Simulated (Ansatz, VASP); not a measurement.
# One calculation of Cu, two programs

```
CELL_PARAMETERS angstrom
0.00000 1.75921 1.75921
1.75921 0.00000 1.75921
1.75921 1.75921 0.00000
ATOMIC_POSITIONS crystal
Cu 0.00000 0.00000 0.00000
```

Alike in both runs: task relaxation of cell and atoms; functional LDA; k mesh 18 × 18 × 18; occupations fermi-dirac, width 0.15 eV; no spin polarisation.

```csv
,VASP,Ansatz
version,VASP 6.6.1,Ansatz 0.2.0
potentials or method,"VASP PAW LDA potentials, release 64 (Cu), cutoff 600 eV","scalar-relativistic, plane waves, PAW"
valence electrons in the cell,11,19
```

|  | VASP | Ansatz | Ansatz less VASP |
| --- | --- | --- | --- |
| gap on the k mesh at the Fermi level, each at its own relaxed structure (eV) | none | none | - |
| relaxed volume (Å³/atom) | 10.94 | 10.89 | -0.055 |
| relaxed cell length with the largest relative difference (Å) | 2.492 | 2.488 | -0.0041 |

Ansatz warns that its potentials were made for another functional, while VASP's fit it. LDA's correlation is that of Perdew and Zunger in VASP and of Perdew and Wang (1992) in Ansatz. A gap of «none» marks a metal or a gap that the smearing closes. VASP's potentials hold 11 valence electrons a cell and Ansatz's 19, so a difference there can come from the potentials and not from the codes.
